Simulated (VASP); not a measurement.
# MgI2 (P-3m1) in VASP: further runs, part 2 of 2

VASP 6.6.1.

### 4 Single point, PBE

Contents of INCAR:

```
SYSTEM = MgI2
ALGO     = Normal         ! electronic algorithm
EDIFF    = 1E-6           ! SCF threshold, eV
ENCUT    = 520            ! plane-wave cutoff, eV
GGA      = PE             ! functional
ISIF     = 2              ! what is computed and relaxed
ISMEAR   = 0              ! smearing method
LASPH    = .True.         ! aspherical terms in the spheres
LCHARG   = .False.        ! write CHGCAR
LREAL    = .False.        ! projectors in reciprocal space
LWAVE    = .False.        ! write WAVECAR
NBANDS   = 15             ! bands
NELM     = 60             ! most SCF steps
PREC     = Accurate       ! precision mode
SIGMA    = 0.05           ! smearing width, eV
```

Contents of KPOINTS:

```
k-points
0
Gamma
  6 6 4
  0 0 0
```

Contents of POSCAR:

```
MgI2
1.0
    4.0918639477      0.0000000000      0.0000000000
   -2.0459319739      3.5436581276      0.0000000000
    0.0000000000      0.0000000000      7.5975677033
Mg I
1 2
Direct
    0.0000000000      0.0000000000      0.0000000000
    0.3333333333      0.6666666667      0.7743456377
    0.6666666667      0.3333333333      0.2256543623
```

Potentials or basis: VASP PAW PBE potentials, release 64 (Mg, I).

Started as:

```console
$ cat potpaw_PBE.64/Mg/POTCAR potpaw_PBE.64/I/POTCAR > POTCAR
$ mpirun -np 1 vasp_std > vasp.out
```

OUTCAR:

```text
SYSTEM = MgI2
   EDIFF = 1E-6
   ENCUT = 520
   GGA = PE
   ISIF = 2
   ISMEAR = 0
   LASPH = .True.
   LREAL = .False.
   NELM = 60
   PREC = Accurate

 ion  position               nearest neighbor table
   1  0.000  0.000  0.000-   2 2.92   3 2.92   3 2.92   2 2.92   3 2.92   2 2.92
   2  0.333  0.667  0.774-   1 2.92   1 2.92   1 2.92
   3  0.667  0.333  0.226-   1 2.92   1 2.92   1 2.92

  LATTYP: Found a hexagonal cell.
 ALAT       =     4.0918639477
 C/A-ratio  =     1.8567498334

  Lattice vectors:

 A1 = (   4.0918639477,   0.0000000000,   0.0000000000)
 A2 = (  -2.0459319739,   3.5436581276,   0.0000000000)
 A3 = (   0.0000000000,   0.0000000000,   7.5975677033)

Analysis of symmetry for initial positions (statically):
[... 33 lines left out ...]
                                     Primitive cell

  volume of cell :     110.1660

  direct lattice vectors                    reciprocal lattice vectors
     4.091863948  0.000000000  0.000000000     0.244387402  0.141097132  0.000000000
    -2.045931974  3.543658128  0.000000000     0.000000000  0.282194265  0.000000000
     0.000000000  0.000000000  7.597567703     0.000000000  0.000000000  0.131621071

  length of vectors
[... 147 lines left out ...]
      8       1.7336      2.00000
      9       5.4642      0.00000
     10       6.6885      0.00000
     11       8.5498      0.00000
     12       8.5498      0.00000
     13       8.5771      0.00000
     14       9.9023      0.00000
[... 401 lines left out ...]
      2      -9.4501      2.00000
      3      -1.4778      2.00000
      4      -0.9143      2.00000
      5      -0.9143      2.00000
      6      -0.4563      2.00000
      7       0.9063      2.00000
      8       0.9063      2.00000
      9       6.2305      0.00000
     10       7.4368      0.00000
     11       7.4368      0.00000
     12       8.9888      0.00000
     13      10.3196      0.00000
     14      10.3243      0.00000
     15      10.6141      0.00000

------------------------ aborting loop because EDIFF is reached ----------------------------------------

  FORCE on cell =-STRESS in cart. coord.  units (eV):
  Direction    XX          YY          ZZ          XY          YZ          ZX
  --------------------------------------------------------------------------------------
  -------------------------------------------------------------------------------------
  Total        1.0082950      1.0082950     -0.0019147     -0.0000000      0.0000000     -0.0000000
  in kB       14.6639375     14.6639375     -0.0278457     -0.0000000      0.0000000     -0.0000000
  external PRESSURE =       9.7666764 kB  Pullay stress =       0.0000000 kB

 VOLUME and BASIS-vectors are now :
 -----------------------------------------------------------------------------
  energy-cutoff  :      520.00
  volume of cell :      110.17
      direct lattice vectors                 reciprocal lattice vectors
     4.091863948  0.000000000  0.000000000     0.244387402  0.141097132  0.000000000
    -2.045931974  3.543658128  0.000000000     0.000000000  0.282194265  0.000000000
     0.000000000  0.000000000  7.597567703     0.000000000  0.000000000  0.131621071

 POSITION                                       TOTAL-FORCE (eV/Angst)
 -----------------------------------------------------------------------------------
      0.00000      0.00000      0.00000         0.000000      0.000000      0.000000
     -0.00000      2.36244      5.88314         0.000000     -0.000000      0.031292
      2.04593      1.18122      1.71442        -0.000000      0.000000     -0.031292
 -----------------------------------------------------------------------------------
    total drift:                               -0.000000      0.000000     -0.000000

  FREE ENERGIE OF THE ION-ELECTRON SYSTEM (eV)
  ---------------------------------------------------
  free  energy   TOTEN  =        -7.7092083599 eV

  energy  without entropy=       -7.7092083599  energy(sigma->0) =       -7.70920836
```

It took 14 s on 1 thread of Intel Xeon 6975P-C (Granite Rapids), shared host; peak memory 0.23 GiB.

What came out:

```yaml
Free_energy: -7.7092 eV
Pressure: 1.0 GPa
Largest_force: 0.031 eV/Å
Band_gap_on_the_k_mesh: 3.49 eV, indirect (least direct gap 3.73 eV)
```

Forces on the atoms (eV/Å):
```
Mg   0.000  0.000  0.000
I    0.000  0.000  0.031
I    0.000  0.000 -0.031
```

Caveat: spin-orbit coupling is left out, which moves the levels of the heavy elements; this functional lacks dispersion, which binds the layers, so the pressure and a relaxed spacing across them are unreliable. A k mesh can miss the band edges.

### 5 Single point, PBE

Contents of INCAR:

```
PREC = Accurate
ENCUT = 520
EDIFF = 1E-6
ISMEAR = 0
SIGMA = 0.05
LREAL = F
LASPH = T
NELM = 80
ALGO = Normal
ISIF = 2
LWAVE = F
LCHARG = F
GGA = PE
NBANDS = 15
```

Contents of KPOINTS:

```
Automatic mesh
0
Gamma
  6 6 4
```

Contents of POSCAR:

```
MgI2
1.0
    4.0918639477      0.0000000000      0.0000000000
   -2.0459319739      3.5436581276      0.0000000000
    0.0000000000      0.0000000000      7.5975677033
Mg I
1 2
Direct
    0.0000000000      0.0000000000      0.0000000000
    0.3333333333      0.6666666667      0.8012283115
    0.6666666667      0.3333333333      0.1987716885
```

Started as:

```console
$ cat potpaw_PBE.64/Mg/POTCAR potpaw_PBE.64/I/POTCAR > POTCAR
$ mpirun -np 1 vasp_std > vasp.out
```

It took 14 s on 1 thread of Intel Xeon 6975P-C (Granite Rapids), shared host; peak memory 0.22 GiB.

The run converged. Its results:

```
Free energy            : -7.4834 eV
Pressure               : 4.7 GPa
Largest force          : 1.205 eV/Å
Band gap on the k mesh : 3.82 eV, indirect (least direct gap 4.21 eV)
```

Forces in eV/Å, atoms in the order of the input:
```
Mg   0.000  0.000  0.000
I    0.000  0.000 -1.205
I    0.000  0.000  1.205
```

Stress tensor (GPa, compression positive):
```
4.35 0.00 0.00
0.00 4.35 0.00
0.00 0.00 5.30
```

Levels at points of the mesh, in eV from the valence-band top:
```tsv
k point	band 6	band 7	band 8	band 9	band 10	band 11
(0.00, 0.00, 0.00)	-0.10	0.00	0.00	4.31	4.94	6.72
(0.50, 0.00, 0.00)	-1.39	-0.57	-0.40	3.82	5.69	6.02
(0.00, 0.00, 0.50)	-0.46	-0.01	-0.01	4.90	4.97	6.67
(0.50, 0.00, 0.50)	-1.19	-0.56	-0.43	3.86	5.71	5.85
```

Caveat: spin-orbit coupling is left out, which moves the levels of the heavy elements; this functional lacks dispersion, which binds the layers, so the pressure and a relaxed spacing across them are unreliable; forces of over 1 eV/Å act on the atoms, so gaps and moduli don't describe the material at rest.
